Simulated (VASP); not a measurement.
# HW8C8 in VASP: single point with PBE

Aim: the single point of HW8C8 with PBE.

Everything below comes from runs of VASP 6.6.1. Logs are shortened: lines on timing, memory, paths and dates and some standing lists are left out, and cuts for length are marked.

## 1. The cell of the first run

The cell holds a slab with vacuum, 17 atoms: a = 5.789 Å, b = 5.789 Å, c = 16.248 Å, α = 90.00°, β = 90.00°, γ = 120.00°.

## 2. Single point, PBE

INCAR

```
SYSTEM = HW8C8
  PREC = Accurate
  ENCUT = 520
  EDIFF = 1E-7
  ISMEAR = 0
  SIGMA = 0.15
  LREAL = Auto
  LASPH = .TRUE.
  NELM = 60
  ALGO = Normal
  ISIF = 2
  LWAVE = .FALSE.
  LCHARG = .FALSE.
  GGA = PE
  NBANDS = 86
```

KPOINTS

```
regular mesh
0
G
  5 5 1
  0 0 0
```

POSCAR

```
HW8C8
1.0
    5.7891000000      0.0000000000      0.0000000000
   -2.8945500000      5.0135080000      0.0000000000
    0.0000000000      0.0000000000     16.2481650000
W C H
8 8 1
Direct
    0.0000000000      0.0000000000      0.0615454114
    0.0015767215      0.0053296015      0.2383531925
    0.0000000000      0.5000000000      0.0615454114
   -0.0001552306      0.5062000499      0.2371761365
    0.5000000000      0.0000000000      0.0615454114
    0.5037106991      0.0107365940      0.2354757599
    0.5000000000      0.5000000000      0.0615454114
    0.5002837321      0.5092382420      0.2386953234
    0.3333901852      0.1694889088      0.1426057650
    0.3372811797      0.1779169396      0.3064404504
    0.3338769079      0.6693965583      0.1434627233
    0.3313823353      0.6844899819      0.3117110148
    0.8346333837      0.1682859587      0.1420023123
    0.8337648447      0.1768250893      0.3057527419
    0.8324677409      0.6676899688      0.1430536925
    0.8338208862      0.6726435861      0.3073485529
    0.3476925059      0.8032836489      0.3660188704
```

Potentials or basis: VASP PAW PBE potentials, release 64 (W_sv, C, H).

Command:

```bash
> cat potpaw_PBE.64/W_sv/POTCAR potpaw_PBE.64/C/POTCAR potpaw_PBE.64/H/POTCAR > POTCAR
> mpirun -np 1 vasp_std > vasp.out
```

OUTCAR:

```text
SYSTEM = HW8C8
   PREC = Accurate
   ENCUT = 520
   EDIFF = 1E-7
   ISMEAR = 0
   LREAL = Auto
   LASPH = .TRUE.
   NELM = 60
   ISIF = 2
   GGA = PE

 ion  position               nearest neighbor table
   1  0.000  0.000  0.062-  13 2.12   9 2.13  15 2.13   2 2.87   5 2.89   5 2.89   3 2.89   3 2.89
                             7 2.89   7 2.89
   2  0.002  0.005  0.238-  16 2.01  10 2.01  14 2.02  13 2.28   9 2.28  15 2.29   1 2.87   4 2.88
                             8 2.89   6 2.89   6 2.90   8 2.90   4 2.90
   3  0.000  0.500  0.062-  13 2.12  11 2.14  15 2.14   4 2.85   7 2.89   7 2.89   5 2.89   1 2.89
                             1 2.89   5 2.89
   4  1.000  0.506  0.237-  14 1.99  16 2.02  12 2.06  15 2.25  11 2.26  13 2.29   3 2.85   6 2.87
                             2 2.88   8 2.89   8 2.90   2 2.90   6 2.92
   5  0.500  0.000  0.062-  11 2.13  13 2.13   9 2.14   6 2.83   1 2.89   1 2.89   3 2.89   7 2.89
                             7 2.89   3 2.89
   6  0.504  0.011  0.235-  14 2.01  10 2.03  12 2.05   9 2.24  13 2.25  11 2.27   5 2.83   4 2.87
                             2 2.89   8 2.89   8 2.90   2 2.90   4 2.92
   7  0.500  0.500  0.062-   9 2.12  15 2.13  11 2.15   8 2.88   3 2.89   3 2.89   5 2.89   5 2.89
                             1 2.89   1 2.89
   8  0.500  0.509  0.239-  10 1.99  16 2.01  12 2.09  11 2.25  15 2.28   9 2.31   7 2.88   2 2.89
                             4 2.89   6 2.89   6 2.90   4 2.90   2 2.90
   9  0.333  0.169  0.143-   7 2.12   1 2.13   5 2.14   6 2.24   2 2.28   8 2.31
  10  0.337  0.178  0.306-   8 1.99   2 2.01   6 2.03
  11  0.334  0.669  0.143-   5 2.13   3 2.14   7 2.15   8 2.25   4 2.26   6 2.27
  12  0.331  0.684  0.312-  17 1.09   6 2.05   4 2.06   8 2.09
  13  0.835  0.168  0.142-   3 2.12   1 2.12   5 2.13   6 2.25   2 2.28   4 2.29
  14  0.834  0.177  0.306-   4 1.99   6 2.01   2 2.02
  15  0.832  0.668  0.143-   1 2.13   7 2.13   3 2.14   4 2.25   8 2.28   2 2.29
  16  0.834  0.673  0.307-   2 2.01   8 2.01   4 2.02
  17  0.348  0.803  0.366-  12 1.09

  LATTYP: Found a hexagonal cell.
 ALAT       =     5.7891000000
 C/A-ratio  =     2.8066823859

  Lattice vectors:

 A1 = (   5.7891000000,   0.0000000000,   0.0000000000)
 A2 = (  -2.8945500000,   5.0135080000,   0.0000000000)
 A3 = (   0.0000000000,   0.0000000000,  16.2481650000)

Analysis of symmetry for initial positions (statically):
=====================================================================
 Subroutine PRICEL returns:
 Original cell was already a primitive cell.

 Routine SETGRP: Setting up the symmetry group for a
 hexagonal supercell.

 Subroutine GETGRP returns: Found  1 space group operations
 (whereof  1 operations were pure point group operations)
 out of a pool of 24 trial point group operations.

[... 142 lines left out ...]
   PSTRESS=    0.0 pullay stress
   NELECT =     145.0000    total number of electrons
   NUPDOWN=      -1.0000    fix difference up-down
   EMIN   =  10.00;   EMAX   =-10.00  energy-range for DOS
   EFERMI =   0.00;   METHOD = LEGACY
   ISMEAR =     0;   SIGMA  =   0.15  broadening in eV -4-tet -1-fermi 0-gaus
   EFERMI_NEDOS =   21; number of points for ismear=-14 and -15
   IALGO  =     38    algorithm
   IMIX   =      4    mixing-type and parameters
     AMIX     =   0.40;   BMIX     =  1.00
     AMIX_MAG =   1.60;   BMIX_MAG =  1.00
  volume/ion in A,a.u.               =      27.74       187.20
  Fermi-wavevector in a.u.,A,eV,Ry     =   1.104956  2.088065 16.611742  1.220929
  Thomas-Fermi vector in A             =   2.241437
   LORBIT       =      0    0 simple, 1 ext, 2 COOP (PROOUT), +10 PAW based schemes
   GGA     = PE    functional components
   LHFCALC =     F    Hartree Fock is set to
   AEXX    =    0.0000 exact exchange contribution
   IVDW    =     0    specifies the selected vdW correction
   LEPSILON=     F    determine dielectric tensor
   LRPA    =     F    only Hartree local field effects (RPA)
 non-spin polarized calculation
 Gauss-broadening in eV      SIGMA  =   0.15
  energy-cutoff  :      520.00
  volume of cell :      471.58
 maximum number of plane-waves:     12709
 NGX is ok and might be reduce to    48
   NGX = 21   NGY = 21   NGZ = 61

 number of electron     144.9999991 magnetization

 Free energy of the ion-electron system (eV)
  ---------------------------------------------------
  ext. energy  EPLUGINS =         0.00000000
  ---------------------------------------------------
  free energy    TOTEN  =      -166.64154277 eV

  energy without entropy =     -166.57170470  energy(sigma->0) =     -166.60662374

 E-fermi :   0.5497     XC(G=0):  -6.1200

 val. band max:        0.4413400443   @ k =  -0.2000   0.2000   0.0000
 cond. band min:       0.5632940214   @ k =   0.0000   0.2000   0.0000
 fundamental gap:      0.1219539771
 Fermi energy:         0.5497058469

 k-point     1 :       0.0000    0.0000    0.0000
  band No.  band energies     occupation
      1     -73.3921      2.00000
      2     -73.3754      2.00000
      3     -73.3452      2.00000
      4     -73.3249      2.00000
      5     -73.3212      2.00000
      6     -73.3186      2.00000
[... 1120 lines left out ...]
     83       2.7693      0.00000
     84       2.8646      0.00000
 [bands above 84 left out]

------------------------ aborting loop because EDIFF is reached ----------------------------------------

  FORCE on cell =-STRESS in cart. coord.  units (eV):
  Direction    XX          YY          ZZ          XY          YZ          ZX
  --------------------------------------------------------------------------------------
  -------------------------------------------------------------------------------------
  Total        9.1834039     12.2601714      3.8566589      1.0622713     -2.9797805      1.3412788
  in kB       31.2001862     41.6533599     13.1028185      3.6090172    -10.1236653      4.5569320
  external PRESSURE =      28.6521215 kB  Pullay stress =       0.0000000 kB

 VOLUME and BASIS-vectors are now :
 -----------------------------------------------------------------------------
  energy-cutoff  :      520.00
  volume of cell :      471.58
      direct lattice vectors                 reciprocal lattice vectors
     5.789100000  0.000000000  0.000000000     0.172738422  0.099730568  0.000000000
    -2.894550000  5.013508000  0.000000000     0.000000000  0.199461136  0.000000000
     0.000000000  0.000000000 16.248165000     0.000000000  0.000000000  0.061545411

 POSITION                                       TOTAL-FORCE (eV/Angst)
 -----------------------------------------------------------------------------------
      0.00000      0.00000      1.00000         0.005109      0.048349     -0.138734
     -0.00630      0.02672      3.87280        -0.026635      0.034124     -0.045116
     -1.44728      2.50675      1.00000         0.027474      0.180934     -0.204432
      4.32298      2.53784      3.85368        -0.011421      0.040809     -0.060271
      2.89455      0.00000      1.00000        -0.061472      0.034136     -0.407514
      2.88495      0.05383      3.82605        -0.038543      0.031416     -0.065696
[... 9 lines left out ...]
      2.88007      3.37230      4.99385        -0.026074      0.043108      0.079321
     -0.31232      4.02727      5.94713         0.393564     -0.879186      0.778088
 -----------------------------------------------------------------------------------
    total drift:                               -0.009497      0.024424     -0.010252

  FREE ENERGIE OF THE ION-ELECTRON SYSTEM (eV)
  ---------------------------------------------------
  free  energy   TOTEN  =      -166.6415427745 eV

  energy  without entropy=     -166.5717047001  energy(sigma->0) =     -166.60662374
```

stdout:

```text
POSCAR found type information on POSCAR W C H
 POSCAR found :  3 types and      17 ions
 scaLAPACK will be used
 LDA part: xc-table for (Slater+PW92), standard interpolation
 POSCAR, INCAR and KPOINTS ok, starting setup
 FFT: planning ... GRIDC
 FFT: planning ... GRID_SOFT
 FFT: planning ... GRID
 WAVECAR not read
 entering main loop
```

It took 32 min on 1 thread of Intel Xeon Platinum 8259CL at 2.50GHz (Skylake/Cascade Lake), shared host; peak memory 0.79 GiB.

What came out:

| Quantity | Value |
| --- | --- |
| Free energy | -166.6415 eV |
| Largest force | 1.238 eV/Å |
| Band gap on the k mesh | zero (an odd number of electrons rules out a gap without spin polarisation) |

Forces on the atoms (eV/Å):
```
W    0.005  0.048 -0.139
W   -0.027  0.034 -0.045
W    0.027  0.181 -0.204
W   -0.011  0.041 -0.060
W   -0.061  0.034 -0.408
W   -0.039  0.031 -0.066
W   -0.168  0.188 -0.005
W   -0.014  0.039 -0.066
C   -0.016  0.017 -0.019
C    0.037  0.077  0.025
C   -0.014  0.022  0.007
C    0.004  0.055  0.045
C    0.007  0.009 -0.005
C   -0.089  0.045  0.077
C   -0.008  0.014  0.005
C   -0.026  0.043  0.079
H    0.394 -0.879  0.778
```

Caveat: there is no dipole correction, which matters where the two faces differ; spin-orbit coupling is left out, which moves the levels of the heavy elements.

The gap in the log of VASP goes by the Fermi energy; the results here count the filled bands.